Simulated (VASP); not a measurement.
Runs of VASP 6.6.1 on GaN (zincblende type). The structure is that of space group F-43m (No. 216), or close to it. The cells are those of the table. 

```csv
task,cell,cutoff (eV),gap on the mesh (eV),pressure (GPa)
single point,"a = 2.806 Å, angles 60.0°, 2 atoms",520,3.42,168.4
relaxation of cell and atoms,"relaxed to 170 GPa from a = 2.761 Å, angles 60.0°, 2 atoms",600,3.42,170.0
relaxation of cell and atoms,"relaxed to 170 GPa from a = 2.806 Å, angles 60.0°, 2 atoms",600,3.42,170.0
single point,"a = 2.805 Å, angles 60.0°, 2 atoms",520,3.42,(a)
```

Alike in all rows: level PBE; potentials or basis VASP PAW PBE potentials, release 64 (Ga_d, N); no spin polarisation; k mesh 17 × 17 × 17; smearing fermi-dirac 0.1 eV.

Fill in the values left out.

(a) 168.8.

Caveats: the cell is relaxed towards a set pressure, so the enthalpy falls and the energy may rise (some runs).

A k mesh can miss the band edges, and the runs leave out spin-orbit coupling on Ga.
